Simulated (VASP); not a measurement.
Write the native input for VASP 6.6.1 that does the following.

```yaml
Task: single point
Functional: r2SCAN
Potentials_or_basis: VASP PAW PBE potentials, release 64 (Se)
Cutoff: 520 eV
k_mesh: 8 × 8 × 8
Occupations: fermi-dirac, width 0.1 eV
Spin: no spin polarisation
Dipole_correction: no
Further_INCAR_settings: ALGO = Normal; EDIFF = 1e-06; NBANDS = 9
```

Se:

```
Se
1.0
     2.76291    0.00000    0.00000
     0.00000    2.76291    0.00000
     0.00000    0.00000    2.76291
Se
1
Direct
  0.00000 0.00000 0.00000
```

These files were run (other wordings do the same):

POSCAR

```
Se
1.0
    2.7629141853      0.0000000000      0.0000000000
    0.0000000000      2.7629141853      0.0000000000
    0.0000000000      0.0000000000      2.7629141853
Se
1
Direct
    0.0000000000      0.0000000000      0.0000000000
```

INCAR.step1

```
ALGO     = Normal         # electronic algorithm
EDIFF    = 1E-4           # SCF threshold, eV
ENCUT    = 520            # plane-wave cutoff, eV
GGA      = PE             # functional
ISMEAR   = -1             # smearing method
LASPH    = T              # aspherical terms in the spheres
LCHARG   = F              # write CHGCAR
LREAL    = F              # projectors in reciprocal space
LWAVE    = T              # write WAVECAR
NBANDS   = 9              # bands
NELM     = 100            # most SCF steps
PREC     = Accurate       # precision mode
SIGMA    = 0.1            # smearing width, eV
```

INCAR.step2

```
ALGO     = Normal         # electronic algorithm
EDIFF    = 1E-6           # SCF threshold, eV
ENCUT    = 520            # plane-wave cutoff, eV
ISIF     = 2              # what is computed and relaxed
ISMEAR   = -1             # smearing method
ISTART   = 1            
LASPH    = T              # aspherical terms in the spheres
LCHARG   = F              # write CHGCAR
LMIXTAU  = T            
LREAL    = F              # projectors in reciprocal space
LWAVE    = F              # write WAVECAR
METAGGA  = R2SCAN         # meta-GGA
NBANDS   = 9              # bands
NELM     = 100            # most SCF steps
PREC     = Accurate       # precision mode
SIGMA    = 0.1            # smearing width, eV
```

KPOINTS

```
k-points
0
Gamma
  8 8 8
```

Potentials or basis: VASP PAW PBE potentials, release 64 (Se).

Run with:

```sh
$ cat potpaw_PBE.64/Se/POTCAR > POTCAR
$ cp INCAR.step1 INCAR
$ mpirun -np 1 vasp_std > vasp.out
$ cp INCAR.step2 INCAR
$ mpirun -np 1 vasp_std > vasp.out
```

It gave:

```
Pressure               : 5.5 GPa
Band gap on the k mesh : zero (band 3 reaches 8.62 eV, above the bottom of band 4 at 1.51 eV)
```

Caveat: the PAW data sets were made with another functional, which shifts forces and pressure a little.

Run time: 13 s on 1 thread of Intel(R) Xeon(R) Platinum 8488C (Sapphire Rapids) (shared host), peak memory 0.14 GiB.
